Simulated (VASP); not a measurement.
# Al (P2/m) in VASP: a series of runs

Runs on Al. Level: PBE. Tasks: single point, relaxation of cell and atoms.

Program: VASP 6.6.1. These are calculated values, not measurements. Logs are shortened: lines on timing, memory, paths and dates and some standing lists are left out, and cuts for length are marked.

### 1 The cell of the first run

It takes space group P2/m (No. 10, monoclinic). Conventional cell: a = 4.863 Å, b = 2.798 Å, c = 4.901 Å, α = 90.00°, β = 91.08°, γ = 90.00°. Within 3.3 Å of Al (site symmetry m) lie 11 Al at 2.42 to 3.30 Å. Within 3.1 Å of Al (site symmetry m) lie 10 Al at 2.29 to 3.01 Å.

### 2 Single point, PBE

INCAR

```
  PREC = Accurate
  ENCUT = 520
  EDIFF = 1E-7
  ISMEAR = 0
  SIGMA = 0.1
  LREAL = False
  LASPH = True
  NELM = 60
  ALGO = Normal
  ISIF = 2
  LWAVE = False
  LCHARG = True
  GGA = PE
  LELF = True
  LVHAR = True
  NBANDS = 14
```

KPOINTS

```
regular mesh
0
Gamma
  4 6 4
```

POSCAR

```
Al
1.0
    4.8627146700      0.0000000000      0.0000000000
    0.0000000000      2.7981495300      0.0000000000
   -0.0920658900      0.0000000000      4.8997991700
Al
4
Direct
    0.2902624300      0.0000000000      0.2911867600
    0.2076684500      0.5000000000      0.8939372200
    0.7923315500      0.5000000000      0.1060627800
    0.7097375700      0.0000000000      0.7088132400
```

Potentials or basis: VASP PAW PBE potentials, release 64 (Al).

Started as:

```bash
$ cat potpaw_PBE.64/Al/POTCAR > POTCAR
$ mpirun -np 1 vasp_std > vasp.out
```

OUTCAR:

```text
PREC = Accurate
   ENCUT = 520
   EDIFF = 1E-7
   ISMEAR = 0
   LREAL = False
   LASPH = True
   NELM = 60
   ISIF = 2
   GGA = PE

 ion  position               nearest neighbor table
   1  0.290  0.000  0.291-   2 2.42   2 2.42   4 2.86   3 2.93   3 2.93   3 2.97   3 2.97   2 3.30
                             2 3.30
   2  0.208  0.500  0.894-   3 2.29   1 2.42   1 2.42   4 2.93   4 2.93   4 2.97   4 2.97   3 3.01
                             1 3.30   1 3.30
   3  0.792  0.500  0.106-   2 2.29   4 2.42   4 2.42   1 2.93   1 2.93   1 2.97   1 2.97   2 3.01
                             4 3.30   4 3.30
   4  0.710  0.000  0.709-   3 2.42   3 2.42   1 2.86   2 2.93   2 2.93   2 2.97   2 2.97   3 3.30
                             3 3.30

  LATTYP: Found a simple monoclinic cell.
 ALAT       =     4.8627146700
 B/A-ratio  =     0.5754295121
 C/A-ratio  =     1.0078041532
 COS(beta)  =    -0.0187864112

  Lattice vectors:

 A1 = (   4.8627146700,   0.0000000000,   0.0000000000)
 A2 = (   0.0000000000,   2.7981495300,   0.0000000000)
 A3 = (  -0.0920658900,   0.0000000000,   4.8997991700)

Analysis of symmetry for initial positions (statically):
=====================================================================
 Subroutine PRICEL returns:
 Original cell was already a primitive cell.

 Routine SETGRP: Setting up the symmetry group for a
 simple monoclinic supercell.

 Subroutine GETGRP returns: Found  4 space group operations
 (whereof  4 operations were pure point group operations)
 out of a pool of  4 trial point group operations.

The static configuration has the point symmetry C_2h.

Analysis of symmetry for dynamics (positions and initial velocities):
=====================================================================
 Subroutine PRICEL returns:
 Original cell was already a primitive cell.

 Routine SETGRP: Setting up the symmetry group for a
 simple monoclinic supercell.

 Subroutine GETGRP returns: Found  4 space group operations
 (whereof  4 operations were pure point group operations)
 out of a pool of  4 trial point group operations.

The dynamic configuration has the point symmetry C_2h.

 Subroutine INISYM returns: Found  4 space group operations
 (whereof  4 operations are pure point group operations),
 and found     1 'primitive' translations

----------------------------------------------------------------------------------------

                                     Primitive cell

  volume of cell :      66.6696

  direct lattice vectors                    reciprocal lattice vectors
     4.862714670  0.000000000  0.000000000     0.205646448  0.000000000  0.003864041
     0.000000000  2.798149530  0.000000000     0.000000000  0.357379043  0.000000000
    -0.092065890  0.000000000  4.899799170     0.000000000  0.000000000  0.204089997

  length of vectors
     4.862714670  2.798149530  4.900664040     0.205682747  0.357379043  0.204089997

  position of ions in fractional coordinates (direct lattice)
     0.290262430  0.000000000  0.291186760
     0.207668450  0.500000000  0.893937220
     0.792331550  0.500000000  0.106062780
     0.709737570  0.000000000  0.708813240

  ion indices of the primitive-cell ions
   primitive index   ion index
                 1           1
                 2           2
                 3           3
                 4           4

----------------------------------------------------------------------------------------

 KPOINTS: regular mesh

Automatic generation of k-mesh.
 Grid dimensions read from file:
 generate k-points for:    4    6    4

 Generating k-lattice:

  Cartesian coordinates                     Fractional coordinates (reciprocal lattice)
     0.051411612  0.000000000  0.000966010     0.250000000  0.000000000  0.000000000
     0.000000000  0.059563174  0.000000000     0.000000000  0.166666667  0.000000000
     0.000000000  0.000000000  0.051022499     0.000000000  0.000000000  0.250000000

  Length of vectors
     0.051420687  0.059563174  0.051022499

  Shift w.r.t. Gamma in fractional coordinates (k-lattice)
     0.000000000  0.000000000  0.000000000

 Subroutine IBZKPT returns following result:
 ===========================================

 Found     40 irreducible k-points:

 Following reciprocal coordinates:
            Coordinates               Weight
  0.000000  0.000000  0.000000      1.000000
  0.250000  0.000000  0.000000      2.000000
  0.500000  0.000000  0.000000      1.000000
  0.000000  0.166667  0.000000      2.000000
  0.250000  0.166667  0.000000      4.000000
  0.500000  0.166667  0.000000      2.000000
[... 16 lines left out ...]
  0.500000  0.333333  0.250000      4.000000
 -0.250000  0.333333  0.250000      4.000000
 [... further k-points ...]
   k-points           NKPTS =     40   k-points in BZ     NKDIM =     40   number of bands    NBANDS=     14
   number of dos      NEDOS =    301   number of ions     NIONS =      4
   total plane-waves  NPLWV =  31104
   dimension x,y,z NGX =    36 NGY =   24 NGZ =   36
   dimension x,y,z NGXF=    72 NGYF=   48 NGZF=   72
   ions per type =               4
   NGX,Y,Z   is equivalent  to a cutoff of  12.31, 14.26, 12.21 a.u.
   NGXF,Y,Z  is equivalent  to a cutoff of  24.62, 28.52, 24.42 a.u.
 SYSTEM =  unknown system
   PREC   = accura    normal or accurate (medium, high low for compatibility)
   ISTART =      0    job   : 0-new  1-cont  2-samecut
   ICHARG =      2    charge: 1-file 2-atom 10-const
   ISPIN  =      1    spin polarized calculation?
   LNONCOLLINEAR =      F non collinear calculations
   LSORBIT =      F    spin-orbit coupling
   LASPH  =      T    aspherical Exc in radial PAW
   ENCUT  =  520.0 eV  38.22 Ry    6.18 a.u.   9.04  5.20  9.11*2*pi/ulx,y,z
   NELM   =     60;   NELMIN=  2; NELMDL= -5     # of ELM steps
   EDIFF  = 0.1E-06   stopping-criterion for ELM
   LREAL  =      F    real-space projection
   EDIFFG = 0.1E-05   stopping-criterion for IOM
   NSW    =      0    number of steps for IOM
   IBRION =     -1    ionic relax: 0-MD 1-quasi-New 2-CG
   NFREE  =      0    steps in history (QN), initial steepest desc. (CG)
   ISIF   =      2    stress and relaxation
   ISYM   =      2    0-nonsym 1-usesym 2-fastsym
   POTIM  = 0.5000    time-step for ionic-motion
   TEBEG  =    0.0;   TEEND  =   0.0 temperature during run
   PSTRESS=    0.0 pullay stress
   NELECT =      12.0000    total number of electrons
   NUPDOWN=      -1.0000    fix difference up-down
   EMIN   =  10.00;   EMAX   =-10.00  energy-range for DOS
   EFERMI =   0.00;   METHOD = LEGACY
   ISMEAR =     0;   SIGMA  =   0.10  broadening in eV -4-tet -1-fermi 0-gaus
   EFERMI_NEDOS =   21; number of points for ismear=-14 and -15
   IALGO  =     38    algorithm
   IMIX   =      4    mixing-type and parameters
     AMIX     =   0.40;   BMIX     =  1.00
     AMIX_MAG =   1.60;   BMIX_MAG =  1.00
  volume/ion in A,a.u.               =      16.67       112.48
  Fermi-wavevector in a.u.,A,eV,Ry     =   0.924328  1.746726 11.624566  0.854381
  Thomas-Fermi vector in A             =   2.050061
   LORBIT       =      0    0 simple, 1 ext, 2 COOP (PROOUT), +10 PAW based schemes
   GGA     = PE    functional components
   LHFCALC =     F    Hartree Fock is set to
   AEXX    =    0.0000 exact exchange contribution
   IVDW    =     0    specifies the selected vdW correction
   LEPSILON=     F    determine dielectric tensor
   LRPA    =     F    only Hartree local field effects (RPA)
 non-spin polarized calculation
 Gauss-broadening in eV      SIGMA  =   0.10
  energy-cutoff  :      520.00
  volume of cell :       66.67
 maximum number of plane-waves:      1824
   NGX = 19   NGY = 11   NGZ = 19

 number of electron      12.0000000 magnetization

 Free energy of the ion-electron system (eV)
  ---------------------------------------------------
  ext. energy  EPLUGINS =         0.00000000
  ---------------------------------------------------
  free energy    TOTEN  =       -13.09507192 eV

  energy without entropy =      -13.08413481  energy(sigma->0) =      -13.08960336

 E-fermi :   7.6918     XC(G=0): -10.0757

 val. band max:        7.6561756439   @ k =   0.2500   0.1667   0.2500
 cond. band min:       7.7075735854   @ k =  -0.2500   0.3333   0.2500
 fundamental gap:      0.0513979415
 Fermi energy:         7.6918096375

 k-point     1 :       0.0000    0.0000    0.0000
  band No.  band energies     occupation
      1      -3.5964      2.00000
      2       1.7194      2.00000
      3       2.3232      2.00000
      4       3.5160      2.00000
      5       3.5209      2.00000
      6       8.4342      0.00000
      7       8.7629      0.00000
      8       8.8634      0.00000
      9       9.4502      0.00000
     10      13.6161      0.00000
     11      14.9725      0.00000
     12      17.8506      0.00000
     13      18.5965      0.00000
     14      18.9593      0.00000

 k-point     2 :       0.2500    0.0000    0.0000
  band No.  band energies     occupation
      1      -3.2169      2.00000
      2      -0.2135      2.00000
      3       3.0662      2.00000
      4       3.5668      2.00000
      5       5.8907      2.00000
      6       6.2783      2.00000
      7       6.5959      2.00000
      8      11.6744      0.00000
      9      12.2955      0.00000
     10      13.9234      0.00000
     11      14.3033      0.00000
     12      15.7474      0.00000
     13      16.4424      0.00000
     14      17.9738      0.00000
[... 343 lines left out ...]
      1      -0.0067      2.00000
      2       0.4818      2.00000
      3       3.9264      2.00000
      4       4.1204      2.00000
      5       5.9557      2.00000
      6       6.5002      2.00000
      7       9.1591      0.00000
      8       9.4767      0.00000
      9      10.1840      0.00000
     10      10.4043      0.00000
     11      11.8585      0.00000
     12      12.6700      0.00000
     13      15.1818      0.00000
     14      15.5886      0.00000

 k-point    24 :      -0.2500    0.3333    0.2500
  band No.  band energies     occupation
      1      -0.9055      2.00000
      2       2.0943      2.00000
      3       2.9183      2.00000
      4       4.9238      2.00000
      5       6.0344      2.00000
      6       7.7076      0.82359
      7       7.8071      0.10311
      8       8.9448      0.00000
      9       9.2389      0.00000
     10      11.2962      0.00000
     11      11.7650      0.00000
     12      12.4668      0.00000
     13      14.0239      0.00000
     14      14.4165      0.00000

 [... further k-points ...]
[... 5 lines left out ...]
  --------------------------------------------------------------------------------------
  -------------------------------------------------------------------------------------
  Total        4.7710346      3.2622139      7.6557444      0.0000000      0.0000000      0.0020381
  in kB      114.6555702     78.3962025    183.9797493      0.0000000      0.0000000      0.0489793
  external PRESSURE =     125.6771740 kB  Pullay stress =       0.0000000 kB

 VOLUME and BASIS-vectors are now :
 -----------------------------------------------------------------------------
  energy-cutoff  :      520.00
  volume of cell :       66.67
      direct lattice vectors                 reciprocal lattice vectors
     4.862714670  0.000000000  0.000000000     0.205646448  0.000000000  0.003864041
     0.000000000  2.798149530  0.000000000     0.000000000  0.357379043  0.000000000
    -0.092065890  0.000000000  4.899799170     0.000000000  0.000000000  0.204089997

 POSITION                                       TOTAL-FORCE (eV/Angst)
 -----------------------------------------------------------------------------------
      1.38466      0.00000      1.42676         0.452340      0.000000      2.747618
      0.92753      1.39907      4.38011         2.226091     -0.000000     -3.918860
      3.84312      1.39907      0.51969        -2.226091      0.000000      3.918860
      3.38599      0.00000      3.47304        -0.452340      0.000000     -2.747618
 -----------------------------------------------------------------------------------
    total drift:                                0.000000     -0.000000     -0.000000

  FREE ENERGIE OF THE ION-ELECTRON SYSTEM (eV)
  ---------------------------------------------------
  free  energy   TOTEN  =       -13.0950719212 eV

  energy  without entropy=      -13.0841348083  energy(sigma->0) =      -13.08960336
```

Run time: 34 s. Hardware: 1 thread of Intel Xeon 8259CL, shared host; peak memory 0.18 GiB.

Results:

| Item | Value |
| --- | --- |
| Free energy | -13.0951 eV |
| Pressure | 12.6 GPa |
| Largest force | 4.507 eV/Å |
| Band gap on the k mesh | zero (bands 6 and 7 overlap by 4.58 eV) |

Forces on the atoms (eV/Å):
```
Al   0.452  0.000  2.748
Al   2.226  0.000 -3.919
Al  -2.226  0.000  3.919
Al  -0.452  0.000 -2.748
```

Caveat: the k points lie up to 0.37 Å⁻¹ apart, too coarse for converged energies and pressures of a metal; forces of over 1 eV/Å act on the atoms, so gaps and moduli don't describe the material at rest.

### 3 Relaxation of cell and atoms, PBE

INCAR

```
ALGO     = Normal         # electronic algorithm
EDIFF    = 1E-7           # SCF threshold, eV
EDIFFG   = -0.04          # ionic threshold
ENCUT    = 600            # plane-wave cutoff, eV
GGA      = PE             # functional
IBRION   = 2              # ionic algorithm
ISIF     = 3              # what is computed and relaxed
ISMEAR   = 0              # smearing method
LASPH    = True           # aspherical terms in the spheres
LCHARG   = False          # write CHGCAR
LREAL    = False          # projectors in reciprocal space
LWAVE    = False          # write WAVECAR
NELM     = 60             # most SCF steps
NSW      = 90             # ionic steps
PREC     = Accurate       # precision mode
SIGMA    = 0.1            # smearing width, eV
```

KPOINTS

```
k-points
0
Gamma
  4 6 4
```

POSCAR is that of step 2.

Potentials or basis: VASP PAW PBE potentials, release 64 (Al).

Started as:

```bash
$ cat potpaw_PBE.64/Al/POTCAR > POTCAR
$ mpirun -np 1 vasp_std > vasp.out
```

Wall time 8.7 min (1 thread of Intel Xeon 8259CL, shared host); peak memory 0.2 GiB.

The run converged. Its results:

| Property | Result |
| --- | --- |
| Free energy | -14.8504 eV |
| Relaxed volume | 16.78 Å³/atom |
| Relaxed cell | a = 4.713 Å, b = 2.771 Å, c = 5.141 Å, α = 90.00°, β = 89.96°, γ = 90.00° |
| Space group after relaxing (to 0.1 Å) | Cmcm (No. 63) |
| Energy gained by relaxing | 438.7 meV/atom |
| Ionic steps | 23 |
| Pressure after relaxing | -0.1 GPa |
| Largest force after relaxing | 0.035 eV/Å |
| Band gap on the k mesh | zero (bands 6 and 7 overlap by 5.95 eV) |

Forces on the atoms (eV/Å):
```
Al  -0.013  0.000 -0.004
Al   0.006  0.000  0.034
Al  -0.006  0.000 -0.034
Al   0.013  0.000  0.004
```

Stress tensor (GPa, compression positive):
```
-0.27  0.00 -0.06
 0.00  0.00  0.00
-0.06  0.00 -0.06
```

Step by step:
```tsv
step	energy change (eV)	largest force (eV/Å)	pressure (GPa)	volume (Å³)
1	0.0000	4.5068	12.57	66.67
2	-1.1887	0.2858	-7.30	80.05
3	-1.2652	0.7157	-5.03	76.70
4	-1.2654	0.7532	-4.85	76.49
5	-1.4639	0.5962	-2.16	71.53
6	-1.5425	0.6530	1.99	66.72
7	-1.6350	0.6334	1.50	66.38
8	-1.6501	0.7048	1.67	65.93
9	-1.7122	0.3342	-0.28	67.95
10	-1.7125	0.3217	-0.18	67.81
11	-1.7324	0.1836	0.14	67.39
12	-1.7349	0.1537	0.32	67.22
13	-1.7358	0.1126	0.71	66.87
14	-1.7436	0.1450	-0.75	67.80
15	-1.7441	0.1310	-0.48	67.62
16	-1.7480	0.1095	-0.17	67.15
17	-1.7484	0.1153	-0.25	67.24
18	-1.7519	0.0695	0.44	66.64
19	-1.7519	0.0671	0.48	66.61
20	-1.7545	0.0395	0.06	67.00
21	-1.7545	0.0429	0.00	67.06
22	-1.7549	0.0321	-0.14	67.15
23	-1.7550	0.0347	-0.11	67.13
```

Final structure:
```
Al
1.0
     4.71279    0.00000    0.04430
     0.00000    2.77054    0.00000
    -0.04498    0.00000    5.14099
Al
4
Cartesian
  1.1672 0.0000 1.7280
  1.1373 1.3853 4.2934
  3.5305 1.3853 0.8919
  3.5006 0.0000 3.4573
```

Levels at points of the mesh, in eV from the Fermi level:
```tsv
k point	band 2	band 3	band 4	band 5	band 6	band 7	band 8	band 9	band 10
(0.00, 0.00, 0.00)	-5.78	-5.36	-4.61	-4.49	0.08	0.70	1.10	1.22	6.83
(0.50, 0.00, 0.00)	-9.41	-4.26	-4.26	-3.67	-3.66	3.24	3.24	7.74	7.75
(0.00, 0.50, 0.00)	-6.33	-1.52	-1.50	-0.81	-0.80	-0.15	-0.14	0.65	0.67
(0.50, 0.50, 0.00)	-4.75	-4.75	-4.74	0.35	0.35	0.35	0.35	0.90	0.91
(0.00, 0.00, 0.50)	-9.67	-3.32	-3.30	-3.15	-3.12	1.13	1.13	6.99	7.20
(0.50, 0.00, 0.50)	-8.04	-8.03	-8.02	2.51	2.53	2.53	2.54	4.63	4.65
(0.00, 0.50, 0.50)	-5.03	-4.96	-4.94	0.80	0.82	1.15	1.18	1.59	1.61
(0.50, 0.50, 0.50)	-3.75	-3.75	-3.74	-2.99	-2.98	-2.97	-2.97	6.38	6.39
```

Caveat: the k points lie up to 0.38 Å⁻¹ apart in the final cell, too coarse for converged energies and pressures of a metal.

The gap in the log of VASP goes by the Fermi energy; the results here count the filled bands.